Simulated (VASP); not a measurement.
# Na (P6_3/mmc) in VASP: single point with PBEsol

Aim: the single point of Na with PBEsol.

All numbers are computed with VASP 6.6.1; they aren't measurements. Logs are shortened: lines on timing, memory, paths and dates and some standing lists are left out, and cuts for length are marked.

### Step 1. The cell of the first run

The structure is hexagonal, space group P6_3/mmc (No. 194). Conventional cell: a = 4.567 Å, b = 4.567 Å, c = 15.197 Å, α = 90.00°, β = 90.00°, γ = 120.00°.

This isn't the form of Na at room conditions, which is bcc.

### Step 2. Single point, PBEsol (Cs replaced by Na, lengths x 0.808, strained)

INCAR

```
PREC = Accurate ; ENCUT = 520
EDIFF = 1E-6 ; ISMEAR = 0
SIGMA = 0.1 ; LREAL = F
LASPH = T ; NELM = 100
ALGO = Fast ; ISIF = 2
LWAVE = F ; LCHARG = F
GGA = PS ; NBANDS = 22
```

KPOINTS

```
regular mesh
0
Gamma
  12 12 4
```

POSCAR

```
Na
1.0
    4.5668139295      0.0000000000      0.0000000000
   -2.2834069648      3.9549768773      0.0000000000
    0.0000000000      0.0000000000     15.1969056676
Na
4
Direct
    0.0000000000      0.0000000000      0.0000000000
    0.3333333300      0.6666666700      0.2500000000
    0.0000000000      0.0000000000      0.5000000000
    0.6666666700      0.3333333300      0.7500000000
```

Potentials or basis: VASP PAW PBE potentials, release 64 (Na_pv).

Command:

```console
$ cat potpaw_PBE.64/Na_pv/POTCAR > POTCAR
$ mpirun -np 1 vasp_std > vasp.out
```

OUTCAR:

```text
PREC = Accurate
   ENCUT = 520
   EDIFF = 1E-6
   ISMEAR = 0
   LREAL = F
   LASPH = T
   NELM = 100
   ISIF = 2
   GGA = PS

 ion  position               nearest neighbor table
   1  0.000  0.000  0.000-
   2  0.333  0.667  0.250-
   3  0.000  0.000  0.500-
   4  0.667  0.333  0.750-

  LATTYP: Found a hexagonal cell.
 ALAT       =     4.5668139295
 C/A-ratio  =     3.3276822534

  Lattice vectors:

 A1 = (   4.5668139295,   0.0000000000,   0.0000000000)
 A2 = (  -2.2834069648,   3.9549768773,   0.0000000000)
 A3 = (   0.0000000000,   0.0000000000,  15.1969056676)

Analysis of symmetry for initial positions (statically):
=====================================================================
 Subroutine PRICEL returns:
 Original cell was already a primitive cell.

 Routine SETGRP: Setting up the symmetry group for a
 hexagonal supercell.

 Subroutine GETGRP returns: Found 24 space group operations
 (whereof 12 operations were pure point group operations)
 out of a pool of 24 trial point group operations.

The static configuration has the point symmetry D_3d.
 The point group associated with its full space group is D_6h.

Analysis of symmetry for dynamics (positions and initial velocities):
=====================================================================
 Subroutine PRICEL returns:
 Original cell was already a primitive cell.

 Routine SETGRP: Setting up the symmetry group for a
 hexagonal supercell.

 Subroutine GETGRP returns: Found 24 space group operations
 (whereof 12 operations were pure point group operations)
 out of a pool of 24 trial point group operations.

The dynamic configuration has the point symmetry D_3d.
 The point group associated with its full space group is D_6h.

 Subroutine INISYM returns: Found 24 space group operations
 (whereof 12 operations are pure point group operations),
 and found     1 'primitive' translations

----------------------------------------------------------------------------------------

                                     Primitive cell

  volume of cell :     274.4811

  direct lattice vectors                    reciprocal lattice vectors
     4.566813930  0.000000000  0.000000000     0.218971041  0.126422989  0.000000000
    -2.283406965  3.954976877  0.000000000     0.000000000  0.252845979  0.000000000
     0.000000000  0.000000000 15.196905668     0.000000000  0.000000000  0.065802869

  length of vectors
     4.566813930  4.566813930 15.196905668     0.252845979  0.252845979  0.065802869

  position of ions in fractional coordinates (direct lattice)
     0.000000000  0.000000000  0.000000000
     0.333333330  0.666666670  0.250000000
     0.000000000  0.000000000  0.500000000
     0.666666670  0.333333330  0.750000000

  ion indices of the primitive-cell ions
   primitive index   ion index
                 1           1
                 2           2
                 3           3
                 4           4

----------------------------------------------------------------------------------------

 KPOINTS: regular mesh

Automatic generation of k-mesh.
 Grid dimensions read from file:
 generate k-points for:   12   12    4

 Generating k-lattice:

  Cartesian coordinates                     Fractional coordinates (reciprocal lattice)
     0.018247587  0.010535249  0.000000000     0.083333333  0.000000000  0.000000000
     0.000000000  0.021070498  0.000000000     0.000000000  0.083333333  0.000000000
     0.000000000  0.000000000  0.016450717     0.000000000  0.000000000  0.250000000

  Length of vectors
     0.021070498  0.021070498  0.016450717

  Shift w.r.t. Gamma in fractional coordinates (k-lattice)
     0.000000000  0.000000000  0.000000000

 Subroutine IBZKPT returns following result:
 ===========================================

 Found     57 irreducible k-points:

 Following reciprocal coordinates:
            Coordinates               Weight
  0.000000  0.000000  0.000000      1.000000
  0.083333  0.000000  0.000000      6.000000
  0.166667  0.000000  0.000000      6.000000
  0.250000 -0.000000  0.000000      6.000000
  0.333333 -0.000000  0.000000      6.000000
  0.416667 -0.000000  0.000000      6.000000
[... 16 lines left out ...]
  0.250000 -0.000000  0.250000     12.000000
  0.333333 -0.000000  0.250000     12.000000
 [... further k-points ...]
   k-points           NKPTS =     57   k-points in BZ     NKDIM =     57   number of bands    NBANDS=     22
   number of dos      NEDOS =    301   number of ions     NIONS =      4
   total plane-waves  NPLWV = 155520
   dimension x,y,z NGX =    36 NGY =   36 NGZ =  120
   dimension x,y,z NGXF=    72 NGYF=   72 NGZF=  240
   ions per type =               4
   NGX,Y,Z   is equivalent  to a cutoff of  13.11, 13.11, 13.13 a.u.
   NGXF,Y,Z  is equivalent  to a cutoff of  26.21, 26.21, 26.25 a.u.
 SYSTEM =  unknown system
   PREC   = accura    normal or accurate (medium, high low for compatibility)
   ISTART =      0    job   : 0-new  1-cont  2-samecut
   ICHARG =      2    charge: 1-file 2-atom 10-const
   ISPIN  =      1    spin polarized calculation?
   LNONCOLLINEAR =      F non collinear calculations
   LSORBIT =      F    spin-orbit coupling
   LASPH  =      T    aspherical Exc in radial PAW
   ENCUT  =  520.0 eV  38.22 Ry    6.18 a.u.   8.49  8.49 28.26*2*pi/ulx,y,z
   NELM   =    100;   NELMIN=  2; NELMDL= -5     # of ELM steps
   EDIFF  = 0.1E-05   stopping-criterion for ELM
   LREAL  =      F    real-space projection
   EDIFFG = 0.1E-04   stopping-criterion for IOM
   NSW    =      0    number of steps for IOM
   IBRION =     -1    ionic relax: 0-MD 1-quasi-New 2-CG
   NFREE  =      0    steps in history (QN), initial steepest desc. (CG)
   ISIF   =      2    stress and relaxation
   ISYM   =      2    0-nonsym 1-usesym 2-fastsym
   POTIM  = 0.5000    time-step for ionic-motion
   TEBEG  =    0.0;   TEEND  =   0.0 temperature during run
   PSTRESS=    0.0 pullay stress
   NELECT =      28.0000    total number of electrons
   NUPDOWN=      -1.0000    fix difference up-down
   EMIN   =  10.00;   EMAX   =-10.00  energy-range for DOS
   EFERMI =   0.00;   METHOD = LEGACY
   ISMEAR =     0;   SIGMA  =   0.10  broadening in eV -4-tet -1-fermi 0-gaus
   EFERMI_NEDOS =   21; number of points for ismear=-14 and -15
   IALGO  =     68    algorithm
   IMIX   =      4    mixing-type and parameters
     AMIX     =   0.40;   BMIX     =  1.00
     AMIX_MAG =   1.60;   BMIX_MAG =  1.00
  volume/ion in A,a.u.               =      68.62       463.07
  Fermi-wavevector in a.u.,A,eV,Ry     =   0.764933  1.445514  7.961074  0.585122
  Thomas-Fermi vector in A             =   1.864943
   LORBIT       =      0    0 simple, 1 ext, 2 COOP (PROOUT), +10 PAW based schemes
   GGA     = PS    functional components
   LHFCALC =     F    Hartree Fock is set to
   AEXX    =    0.0000 exact exchange contribution
   IVDW    =     0    specifies the selected vdW correction
   LEPSILON=     F    determine dielectric tensor
   LRPA    =     F    only Hartree local field effects (RPA)
 non-spin polarized calculation
 RMM-DIIS sequential band-by-band and
 Gauss-broadening in eV      SIGMA  =   0.10
  energy-cutoff  :      520.00
  volume of cell :      274.48
 maximum number of plane-waves:      7472
 NGX is ok and might be reduce to    36
   NGX = 17   NGY = 17   NGZ = 57

 number of electron      27.9999972 magnetization

 Free energy of the ion-electron system (eV)
  ---------------------------------------------------
  ext. energy  EPLUGINS =         0.00000000
  ---------------------------------------------------
  free energy    TOTEN  =        -4.58654201 eV

  energy without entropy =       -4.57459411  energy(sigma->0) =       -4.58056806

 E-fermi :  -0.9733     XC(G=0):  -5.0945

 val. band max:       -1.0286272957   @ k =   0.4167   0.0833   0.2500
 cond. band min:      -0.9688612627   @ k =   0.2500   0.2500   0.2500
 fundamental gap:      0.0597660330
 Fermi energy:        -0.9733489172

 k-point     1 :       0.0000    0.0000    0.0000
  band No.  band energies     occupation
      1     -26.3963      2.00000
      2     -26.3954      2.00000
      3     -26.3942      2.00000
      4     -26.3942      2.00000
      5     -26.3942      2.00000
      6     -26.3942      2.00000
[... 14 lines left out ...]
     21       5.9946      0.00000
     22       6.0765      0.00000

 k-point     2 :       0.0833    0.0000    0.0000
  band No.  band energies     occupation
      1     -26.3962      2.00000
      2     -26.3954      2.00000
      3     -26.3944      2.00000
      4     -26.3944      2.00000
      5     -26.3943      2.00000
      6     -26.3942      2.00000
[... 14 lines left out ...]
     21       5.3593      0.00000
     22       5.3886      0.00000

 k-point     3 :       0.1667    0.0000    0.0000
  band No.  band energies     occupation
      1     -26.3961      2.00000
      2     -26.3954      2.00000
      3     -26.3949      2.00000
      4     -26.3948      2.00000
      5     -26.3944      2.00000
      6     -26.3943      2.00000
[... 14 lines left out ...]
     21       4.0743      0.00000
     22       4.0951      0.00000

 k-point     4 :       0.2500   -0.0000    0.0000
  band No.  band energies     occupation
      1     -26.3959      2.00000
      2     -26.3956      2.00000
      3     -26.3955      2.00000
      4     -26.3954      2.00000
      5     -26.3946      2.00000
      6     -26.3945      2.00000
[... 14 lines left out ...]
     21       3.2434      0.00000
     22       3.2694      0.00000

 k-point     5 :       0.3333   -0.0000    0.0000
  band No.  band energies     occupation
      1     -26.3962      2.00000
      2     -26.3960      2.00000
      3     -26.3958      2.00000
      4     -26.3955      2.00000
      5     -26.3950      2.00000
      6     -26.3947      2.00000
[... 417 lines left out ...]
 k-point    22 :       0.1667    0.0000    0.2500
  band No.  band energies     occupation
      1     -26.3960      2.00000
      2     -26.3956      2.00000
      3     -26.3949      2.00000
      4     -26.3948      2.00000
      5     -26.3944      2.00000
      6     -26.3943      2.00000
[... 14 lines left out ...]
     21       3.9199      0.00000
     22       4.4317      0.00000

 k-point    23 :       0.2500   -0.0000    0.2500
  band No.  band energies     occupation
      1     -26.3958      2.00000
      2     -26.3957      2.00000
      3     -26.3954      2.00000
      4     -26.3954      2.00000
      5     -26.3945      2.00000
      6     -26.3945      2.00000
[... 14 lines left out ...]
     21       3.2111      0.00000
     22       4.0953      0.00000

 k-point    24 :       0.3333   -0.0000    0.2500
  band No.  band energies     occupation
      1     -26.3962      2.00000
      2     -26.3960      2.00000
      3     -26.3958      2.00000
      4     -26.3955      2.00000
      5     -26.3949      2.00000
      6     -26.3947      2.00000
[... 14 lines left out ...]
     21       2.7925      0.00000
     22       3.0546      0.00000

 [... further k-points ...]

------------------------ aborting loop because EDIFF is reached ----------------------------------------

  FORCE on cell =-STRESS in cart. coord.  units (eV):
  Direction    XX          YY          ZZ          XY          YZ          ZX
  --------------------------------------------------------------------------------------
  -------------------------------------------------------------------------------------
  Total       -2.6304568     -2.6304568     -2.7803218      0.0000000     -0.0000000      0.0000000
  in kB      -15.3542751    -15.3542751    -16.2290543      0.0000000     -0.0000000      0.0000000
  external PRESSURE =     -15.6458681 kB  Pullay stress =       0.0000000 kB

 VOLUME and BASIS-vectors are now :
 -----------------------------------------------------------------------------
  energy-cutoff  :      520.00
  volume of cell :      274.48
      direct lattice vectors                 reciprocal lattice vectors
     4.566813930  0.000000000  0.000000000     0.218971041  0.126422989  0.000000000
    -2.283406965  3.954976877  0.000000000     0.000000000  0.252845979  0.000000000
     0.000000000  0.000000000 15.196905668     0.000000000  0.000000000  0.065802869

 POSITION                                       TOTAL-FORCE (eV/Angst)
 -----------------------------------------------------------------------------------
      0.00000      0.00000      0.00000        -0.000000      0.000000      0.000000
     -0.00000      2.63665      3.79923        -0.000000      0.000000     -0.000000
      0.00000      0.00000      7.59845         0.000000      0.000000      0.000000
      2.28341      1.31833     11.39768         0.000000     -0.000000      0.000000
 -----------------------------------------------------------------------------------
    total drift:                                0.000000      0.000000      0.000000

  FREE ENERGIE OF THE ION-ELECTRON SYSTEM (eV)
  ---------------------------------------------------
  free  energy   TOTEN  =        -4.5865420092 eV

  energy  without entropy=       -4.5745941076  energy(sigma->0) =       -4.58056806
```

It took 2.3 min on 1 thread of Intel Xeon 6975P-C (Granite Rapids), shared host; peak memory 0.52 GiB.

Results:

* Free energy: -4.5865 eV
* Pressure: -1.6 GPa
* Band gap on the k mesh: zero (bands 14 and 15 overlap by 2.66 eV)

Stress tensor (GPa, compression positive):
```
-1.54  0.00  0.00
 0.00 -1.54  0.00
 0.00  0.00 -1.62
```

Caveat: the cell differs from its parent crystal (Cs replaced by Na, lengths x 0.808, strained); the PAW data sets were made with another functional, which shifts forces and pressure a little.
